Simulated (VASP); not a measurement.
Si4HO7 (a cell with a defect): single point with PBEsol

Si4HO7 (a cell with a defect):

```
CELL_PARAMETERS angstrom
4.19435 0.00000 0.00000
0.00000 4.19435 0.00000
0.00000 0.00000 5.35710
ATOMIC_POSITIONS crystal
Si 0.00427 0.00677 0.99306
Si 0.02328 0.00746 0.50481
Si 0.49667 0.46510 0.24395
Si 0.51788 0.49102 0.72592
O 0.30260 0.30098 0.99642
O 0.74158 0.69827 0.00365
O 0.66509 0.66143 0.48424
O 0.19652 0.78453 0.24681
O 0.15032 0.82935 0.73898
O 0.80416 0.22432 0.26483
O 0.80336 0.21835 0.73565
H 0.93248 0.39217 0.26813
```

| Item | Value |
| --- | --- |
| Program | VASP 6.6.1 |
| Task | single point |
| Functional | PBEsol |
| Potentials or basis | VASP PAW PBE potentials, release 64 (Si, O, H) |
| Cutoff | 520 eV |
| k mesh | 2 × 2 × 2, shifted |
| Occupations | fermi-dirac, width 0.05 eV |
| Spin | collinear spin |
| Starting moments | [0.1, 0.1, 0.1, 0.1, 0.1, 0.1, 0.1, 0.1, 0.0, 0.1, 0.0, 0.1] μB |

```yaml
Largest_force: 8.338 eV/Å
Net_moment: 0.83 μB per cell
Site_moments: Si +0.03, +0.02, +0.08, +0.19; O +0.06, +0.01, +0.02, +0.04; H +0.00 μB
Valence_electrons_inside_the_program's_atomic_spheres: Si 1.55, 1.70, 1.65, 1.69; O 5.24, 5.19, 5.29, 5.18, 5.33, 5.43, 5.26; H 0.95
```

Forces on the atoms (eV/Å):
```
Si   1.121 -1.076 -0.681
Si   2.345  1.491 -1.417
Si  -6.690  2.579  0.955
Si  -2.973 -1.150  0.962
O   -0.308 -1.016  0.190
O   -3.183 -0.465  0.076
O    3.422  4.682 -1.371
O   -0.124  0.010 -1.016
O    3.534 -2.852  3.125
O   -3.721 -6.480 -3.699
O    0.532 -1.349  2.345
H    6.045  5.626  0.531
```

Levels at points of the mesh, in eV from the Fermi level:
Spin up:
```tsv
k point	band 27	band 28	band 29	band 30	band 31	band 32	band 33	band 34
(0.25, 0.25, 0.25)	-7.14	-6.73	-4.21	-0.72	-0.04	1.34	1.73	2.66
```
Spin down:
```
           k point  band 27  band 28  band 29  band 30  band 31  band 32
(0.25, 0.25, 0.25)    -7.09    -6.69    -3.89    -0.41     0.37     1.49
```

Run time: 58 s on 1 thread of AMD EPYC 7R13, with other jobs on the host, peak memory 0.19 GiB.

Caveat: the k points lie up to 0.75 Å⁻¹ apart; the cell carries a net charge on a neutralising background, which shifts energy and pressure; the cell is charged against a uniform background, so pressure and absolute levels hang on convention; the PAW data sets were made with another functional, which shifts forces and pressure a little.
